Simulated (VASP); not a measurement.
WS2: single point with PBEsol

WS2, a sheet with vacuum:

```
S W
1.0
     3.12385    0.00000    0.00000
    -1.56192    2.70533    0.00000
     0.00000    0.00000   19.14504
S W
2 1
Direct
  0.66667 0.33333 0.41786
  0.66667 0.33333 0.58214
  0.33333 0.66667 0.50000
```

| Quantity | Value |
| --- | --- |
| Program | VASP 6.6.1 |
| Task | single point |
| Functional | PBEsol |
| Potentials or basis | VASP PAW PBE potentials, release 64 (S, W_sv) |
| Cutoff | 400 eV |
| k mesh | 12 × 12 × 1 |
| Occupations | gaussian, width 0.03 eV |
| Spin | non-collinear spin, zero start, spin-orbit coupling |
| Starting moments | [[0.0, 0.0, 0.0], [0.0, 0.0, 0.0], [0.0, 0.0, 0.0]] μB |
| Dipole correction | yes |
| Further INCAR settings | ALGO = Normal; EDIFF = 1e-06; NBANDS = 39; NELMDL = -8 |

```yaml
Largest_force: 0.096 eV/Å
Net_moment: 0.00 μB per cell
Valence_electrons_inside_the_program's_atomic_spheres: S 3.71; W 12.12
```

Forces on the atoms (eV/Å):
```
S    0.000  0.000 -0.096
S    0.000  0.000  0.096
W    0.000  0.000  0.000
```

Moments on the atoms (μB; x, y, z):
```
S   0.00 0.00 0.00
S   0.00 0.00 0.00
W   0.00 0.00 0.00
```

It took 9.6 min on 1 thread of Oxide Virtual Turin-like Processor, on a shared host, peak memory 0.49 GiB.

Caveat: the PAW data sets were made with another functional, which shifts forces and pressure a little.
